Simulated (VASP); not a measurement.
# In4TeS (P4/mmm) in VASP: a series of runs, part 3 of 3

VASP 6.6.1.

### Step 4. Relaxation of cell and atoms, PBE

INCAR

```
PREC     = Accurate       # precision mode
ENCUT    = 600            # plane-wave cutoff, eV
EDIFF    = 1E-7           # SCF threshold, eV
ISMEAR   = 0              # smearing method
SIGMA    = 0.1            # smearing width, eV
LREAL    = F              # projectors in reciprocal space
LASPH    = T              # aspherical terms in the spheres
NELM     = 80             # most SCF steps
ALGO     = Normal         # electronic algorithm
ISIF     = 3              # what is computed and relaxed
LWAVE    = F              # write WAVECAR
LCHARG   = F              # write CHGCAR
GGA      = PE             # functional
IBRION   = 2              # ionic algorithm
NSW      = 90             # ionic steps
EDIFFG   = -0.04          # ionic threshold
```

KPOINTS

```
Automatic mesh
0
Gamma
  4 4 4
```

POSCAR

```
In4TeS
1.0
    4.8616618300      0.0000000000      0.0000000000
    0.0000000000      4.8616618300      0.0000000000
    0.0000000000      0.0000000000      6.7737650700
In Te S
4 1 1
Direct
    0.0000000000      0.5000000000      0.1828411200
    0.5000000000      0.0000000000      0.8171588800
    0.0000000000      0.5000000000      0.8171588800
    0.5000000000      0.0000000000      0.1828411200
    0.0000000000      0.0000000000      0.0000000000
    0.0000000000      0.0000000000      0.5000000000
```

Potentials or basis: VASP PAW PBE potentials, release 64 (In_d, Te, S).

Command:

```console
cat potpaw_PBE.64/In_d/POTCAR potpaw_PBE.64/Te/POTCAR potpaw_PBE.64/S/POTCAR > POTCAR
mpirun -np 1 vasp_std > vasp.out
```

OUTCAR:

```text
PREC = Accurate
   ENCUT = 600
   EDIFF = 1E-7
   ISMEAR = 0
   LREAL = F
   LASPH = T
   NELM = 80
   ISIF = 3
   GGA = PE
   IBRION = 2
   NSW = 90
   EDIFFG = -0.04

 ion  position               nearest neighbor table
   1  0.000  0.500  0.183-   3 2.48   5 2.73   5 2.73   6 3.24   6 3.24   4 3.44   4 3.44   4 3.44
                             4 3.44
   2  0.500  0.000  0.817-   4 2.48   5 2.73   5 2.73   6 3.24   6 3.24   3 3.44   3 3.44   3 3.44
                             3 3.44
   3  0.000  0.500  0.817-   1 2.48   5 2.73   5 2.73   6 3.24   6 3.24   2 3.44   2 3.44   2 3.44
                             2 3.44
   4  0.500  0.000  0.183-   2 2.48   5 2.73   5 2.73   6 3.24   6 3.24   1 3.44   1 3.44   1 3.44
                             1 3.44
   5  0.000  0.000  0.000-   1 2.73   2 2.73   3 2.73   4 2.73   1 2.73   3 2.73   2 2.73   4 2.73

   6  0.000  0.000  0.500-   1 3.24   2 3.24   3 3.24   4 3.24   1 3.24   3 3.24   2 3.24   4 3.24

  LATTYP: Found a simple tetragonal cell.
 ALAT       =     4.8616618300
 C/A-ratio  =     1.3933023947

  Lattice vectors:

 A1 = (   4.8616618300,   0.0000000000,   0.0000000000)
 A2 = (   0.0000000000,   4.8616618300,   0.0000000000)
[... 170 lines left out ...]

 number of electron      63.9999979 magnetization

 Free energy of the ion-electron system (eV)
  ---------------------------------------------------
  ext. energy  EPLUGINS =         0.00000000
  ---------------------------------------------------
  free energy    TOTEN  =       -11.34230241 eV

  energy without entropy =      -11.33123484  energy(sigma->0) =      -11.33676862

------------------------ aborting loop because EDIFF is reached ----------------------------------------

  FORCE on cell =-STRESS in cart. coord.  units (eV):
  Direction    XX          YY          ZZ          XY          YZ          ZX
  --------------------------------------------------------------------------------------
  -------------------------------------------------------------------------------------
  Total       18.1412001     18.1412001     29.0409388      0.0000000     -0.0000000      0.0000000
  in kB      181.5419401    181.5419401    290.6173982      0.0000000     -0.0000000      0.0000000
  external PRESSURE =     217.9004261 kB  Pullay stress =       0.0000000 kB
[... 1594 lines left out ...]
     37      12.9245      0.00000
     38      15.0165      0.00000

[... ionic steps 4 to 17 ...]

--------------------------------------- Ionic step       18  -------------------------------------------

 number of electron      63.9999977 magnetization

------------------------ aborting loop because EDIFF is reached ----------------------------------------
[... 75 lines left out ...]
--------------------------------------- Ionic step       20  -------------------------------------------

 number of electron      64.0000050 magnetization

 Free energy of the ion-electron system (eV)
  ---------------------------------------------------
  ext. energy  EPLUGINS =         0.00000000
  ---------------------------------------------------
  free energy    TOTEN  =       -17.91135332 eV

  energy without entropy =      -17.88578714  energy(sigma->0) =      -17.89857023

 E-fermi :   4.9923     XC(G=0):  -8.9749

 val. band max:        4.9918523851   @ k =   0.5000   0.2500   0.5000
 cond. band min:       5.0313535879   @ k =   0.2500   0.2500   0.0000
 fundamental gap:      0.0395012028
 Fermi energy:         4.9922516512
[... 769 lines left out ...]
  FREE ENERGIE OF THE ION-ELECTRON SYSTEM (eV)
  ---------------------------------------------------
  free  energy   TOTEN  =       -17.9113533204 eV

  energy  without entropy=      -17.8857871387  energy(sigma->0) =      -17.89857023

 reached required accuracy - stopping structural energy minimisation
```

CONTCAR:

```text
In4TeS
   1.00000000000000
     4.7021315566096424    0.0000000000000000    0.0000000000000000
    -0.0000000000000000    4.7021315566096424    0.0000000000000000
     0.0000000000000000    0.0000000000000000    8.5552250594954309
  In              Te              S
     4     1     1
Direct
     0.0000000000000000    0.5000000000000000    0.2730377542112076
     0.5000000000000000    0.0000000000000000    0.7269622457887924
     0.0000000000000000    0.5000000000000000    0.7269622457887924
     0.5000000000000000    1.0000000000000000    0.2730377542112076
     0.0000000000000000    1.0000000000000000    0.0000000000000000
     0.0000000000000000    1.0000000000000000    0.5000000000000000

  0.00000000E+00  0.00000000E+00  0.00000000E+00
  0.00000000E+00  0.00000000E+00  0.00000000E+00
  0.00000000E+00  0.00000000E+00  0.00000000E+00
  0.00000000E+00  0.00000000E+00  0.00000000E+00
  0.00000000E+00  0.00000000E+00  0.00000000E+00
  0.00000000E+00  0.00000000E+00  0.00000000E+00
```

Run time: 19 min. Hardware: 1 thread of Intel Xeon 6975P-C (Granite Rapids), shared host; peak memory 0.37 GiB.

Results:

| Property | Result |
| --- | --- |
| Free energy | -17.9114 eV |
| Relaxed volume | 31.53 Å³/atom |
| Relaxed cell | a = 4.702 Å, b = 4.702 Å, c = 8.555 Å, α = 90.00°, β = 90.00°, γ = 90.00° |
| Space group after relaxing (to 0.1 Å) | P4/mmm (No. 123) |
| Energy gained by relaxing | 1094.8 meV/atom |
| Ionic steps | 20 |
| Pressure after relaxing | 0.0 GPa |
| Largest force after relaxing | 0.027 eV/Å |
| Band gap on the k mesh | zero (bands 32 and 33 overlap by 1.12 eV) |

Forces on the atoms (eV/Å):
```
In   0.000  0.000 -0.027
In   0.000  0.000  0.027
In   0.000  0.000  0.027
In   0.000  0.000 -0.027
Te   0.000  0.000  0.000
S    0.000  0.000  0.000
```

Stress tensor (GPa, compression positive):
```
 0.04  0.00  0.00
 0.00  0.04  0.00
 0.00  0.00 -0.17
```

Step by step:
```
step  energy change (eV)  largest force (eV/Å)  pressure (GPa)  volume (Å³)
   1              0.0000                6.2483           21.79       160.10
   2             -4.9397                0.4670           -3.06       259.30
   3             -5.1100                0.9598           -0.74       223.15
   4             -5.1472                0.7902           -1.61       233.09
   5             -5.1464                0.8166           -1.47       231.45
   6             -5.3941                0.8514           -1.06       221.79
   7             -5.9371                0.8929            0.99       194.08
   8             -5.1631                0.0921           13.57       144.32
   9             -6.0609                0.8814            2.06       183.08
  10             -6.0147                0.6431            5.85       163.44
  11             -6.1055                0.8046            3.39       174.35
  12             -6.2655                0.6063            3.00       174.51
  13             -6.4775                0.0172            2.22       174.66
  14             -6.5345                0.0526            1.25       180.13
  15             -6.5592                0.1162           -0.28       191.17
  16             -6.5631                0.1007            0.08       188.26
  17             -6.5631                0.0990            0.12       187.98
  18             -6.5646                0.0862            0.10       188.10
  19             -6.5679                0.0483            0.06       188.45
  20             -6.5691                0.0266           -0.03       189.16
```

Final structure:
```
In Te S
1.0
     4.70213    0.00000    0.00000
     0.00000    4.70213    0.00000
     0.00000    0.00000    8.55523
In Te S
4 1 1
Direct
  0.00000 0.50000 0.27304
  0.50000 0.00000 0.72696
  0.00000 0.50000 0.72696
  0.50000 0.00000 0.27304
  0.00000 0.00000 0.00000
  0.00000 0.00000 0.50000
```

Caveat: the volume moved by over 15 % at a fixed basis, so the end points are rough; spin-orbit coupling is left out, which moves the levels of the heavy elements.

### Step 5. Single point, PBE

This run uses another cell than the first one, of 30.94 Å³/atom.

INCAR

```
  ALGO = Normal
  EDIFF = 1E-6
  ENCUT = 520
  GGA = PE
  ISIF = 2
  ISMEAR = 0
  LASPH = T
  LCHARG = F
  LREAL = F
  LWAVE = F
  NBANDS = 41
  NELM = 60
  PREC = Accurate
  SIGMA = 0.1
```

KPOINTS

```
k-points
0
Gamma
  8 8 6
```

POSCAR

```
In4TeS
1.0
    4.6011078366      0.0000000000      0.0000000000
    0.0000000000      4.6011078366      0.0000000000
    0.0000000000      0.0000000000      8.7697490692
In Te S
4 1 1
Direct
    0.0000000000      0.5000000000      0.2706238676
    0.5000000000      0.0000000000      0.7293761324
    0.0000000000      0.5000000000      0.7293761324
    0.5000000000      0.0000000000      0.2706238676
    0.0000000000      0.0000000000      0.0000000000
    0.0000000000      0.0000000000      0.5000000000
```

Command:

```console
cat potpaw_PBE.64/In_d/POTCAR potpaw_PBE.64/Te/POTCAR potpaw_PBE.64/S/POTCAR > POTCAR
mpirun -np 1 vasp_std > vasp.out
```

Run time: 3.3 min. Hardware: 1 thread of Intel Xeon 6975P-C (Granite Rapids), shared host; peak memory 0.55 GiB.

It converged, with:

* Free energy: -18.0450 eV
* Pressure: 0.0 GPa
* Band gap on the k mesh: zero (bands 32 and 33 overlap by 1.37 eV)

Levels at points of the mesh, in eV from the Fermi level:
| k point | band 28 | band 29 | band 30 | band 31 | band 32 | band 33 | band 34 | band 35 | band 36 | band 37 |
| --- | --- | --- | --- | --- | --- | --- | --- | --- | --- | --- |
| (0.00, 0.00, 0.00) | -1.39 | -1.26 | -1.26 | -0.40 | 0.15 | 0.48 | 0.48 | 0.69 | 2.30 | 2.77 |
| (0.50, 0.00, 0.00) | -2.47 | -2.09 | -1.04 | 0.11 | 0.37 | 1.89 | 2.29 | 2.34 | 2.75 | 2.90 |
| (0.50, 0.50, 0.00) | -3.22 | -3.22 | -1.98 | -1.45 | -1.27 | 0.05 | 0.86 | 0.86 | 3.19 | 3.19 |
| (0.00, 0.00, 0.50) | -1.73 | -1.58 | -1.44 | -1.18 | -0.82 | 1.66 | 1.66 | 1.84 | 1.84 | 2.77 |
| (0.50, 0.00, 0.50) | -1.87 | -1.56 | -1.26 | -0.91 | -0.86 | 2.56 | 2.83 | 2.85 | 3.53 | 3.55 |
| (0.50, 0.50, 0.50) | -3.27 | -1.79 | -1.54 | -1.36 | -1.36 | -1.00 | -1.00 | 2.59 | 2.98 | 4.25 |

Caveat: spin-orbit coupling is left out, which moves the levels of the heavy elements.

### Step 6. Overview

| task | cell | k mesh | cutoff (eV) | gap on the mesh (eV) | pressure (GPa) | largest force (eV/Å) |
| --- | --- | --- | --- | --- | --- | --- |
| single point | a = 4.862, b = 4.862, c = 6.774 Å, 6 atoms, atomic positions A | 4 × 4 × 4 | 520 | none | 21.8 | 6.25 |
| single point | a = 4.719, b = 4.719, c = 8.523 Å, 6 atoms, atomic positions B | 4 × 4 × 4 | 520 | none | -0.1 | - |
| relaxation of cell and atoms | relaxed from a = 4.862, b = 4.862, c = 6.774 Å, 6 atoms, atomic positions A | 4 × 4 × 4 | 600 | none | 0.0 | 0.03 |
| single point | a = 4.601, b = 4.601, c = 8.770 Å, 6 atoms, atomic positions C | 8 × 8 × 6 | 520 | none | 0.0 | - |

Alike in all rows: level PBE; potentials or basis VASP PAW PBE potentials, release 64 (In_d, Te, S); no spin polarisation; smearing gaussian 0.1 eV.

Caveats: spin-orbit coupling is left out, which moves the levels of the heavy elements; the cell stands under pressure (at least some runs); forces of over 1 eV/Å act on the atoms, so gaps and moduli don't describe the material at rest (at least some runs); the volume moved by over 15 % at a fixed basis, so the end points are rough (at least some runs).

Total energies depend on the potentials used, so only differences within one code and one set of settings carry meaning.
